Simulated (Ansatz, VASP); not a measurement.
## Al in VASP and in Ansatz

The input INCAR:

```
  PREC = Accurate
  ENCUT = 520
  EDIFF = 1E-6
  ISMEAR = 0
  SIGMA = 0.15
  LREAL = False
  LASPH = True
  NELM = 80
  ALGO = Fast
  ISIF = 2
  LWAVE = False
  LCHARG = False
  GGA = PE
  NBANDS = 22
```

KPOINTS

```
Automatic mesh
0
Gamma
  10 10 10
```

The input POSCAR:

```
Al
1.0
    3.2349246271     -3.2349246271     -3.2349246271
   -3.2349246271      3.2349246271     -3.2349246271
    3.2349246271      3.2349246271      3.2349246271
Al
8
Direct
    0.3176155342      0.3176155342     -0.3647689316
    0.5000000000      0.0000000000      0.0000000000
    0.0000000000      0.5000000000      0.0000000000
    0.0000000000      0.0000000000      0.0000000000
    0.5000000000      0.5000000000      0.5000000000
    0.5000000000      0.0000000000      0.5000000000
    0.0000000000      0.5000000000      0.5000000000
    0.0000000000      0.0000000000      0.5000000000
```

Input for Ansatz:

```yaml
crystal:
  lattice:
    - [3.2349246271, -3.2349246271, -3.2349246271]
    - [-3.2349246271, 3.2349246271, -3.2349246271]
    - [3.2349246271, 3.2349246271, 3.2349246271]
  atoms:
    - { symbol: Al, position: [0.3176155342, 0.3176155342, -0.3647689316] }
    - { symbol: Al, position: [0.5, 0.0, 0.0] }
    - { symbol: Al, position: [0.0, 0.5, 0.0] }
    - { symbol: Al, position: [0.0, 0.0, 0.0] }
    - { symbol: Al, position: [0.5, 0.5, 0.5] }
    - { symbol: Al, position: [0.5, 0.0, 0.5] }
    - { symbol: Al, position: [0.0, 0.5, 0.5] }
    - { symbol: Al, position: [0.0, 0.0, 0.5] }
basis:
  ecutwfc: 420
kpoints:
  mp_grid: { grid: [10, 10, 10] }
hamiltonian:
  xc: pbe
  pseudopotentials: { kind: paw, azcp: { folder: soft_1 } }
scf:
  occupations: { method: gaussian, width: 0.15 }
output:
  forces: true
  stress: true
  eigenvalues: true
  write_density: true
  write_potential: true
  elf: true
  volumetric_format: npy
```

Alike in both runs: task single point; functional PBE; k mesh 10 × 10 × 10; occupations gaussian, width 0.15 eV; no spin polarisation.

|  | VASP | Ansatz |
| --- | --- | --- |
| version | VASP 6.6.1 | Ansatz 0.2.0 |
| potentials or method | VASP PAW PBE potentials, release 64 (Al), cutoff 520 eV | scalar-relativistic, plane waves, PAW |
| valence electrons in the cell | 24 | 24 |

|  | VASP | Ansatz | Ansatz less VASP |
| --- | --- | --- | --- |
| gap on the k mesh at the Fermi level (eV) | none | none | - |
| pressure (GPa) | 26.9 | 26.9 | +0.03 |
| traceless stress, the component that is largest in VASP (GPa) | 38.35 | 38.46 | +0.109 |
| rms of the force components (eV/Å) | 6.199 | 6.209 | +0.0097 |

Atom by atom the forces differ by 0.013 eV/Å (rms over components). A gap of «none» marks a metal or a gap that the smearing closes. With one functional, cell and mesh, what is left measures potentials, basis and numerics.
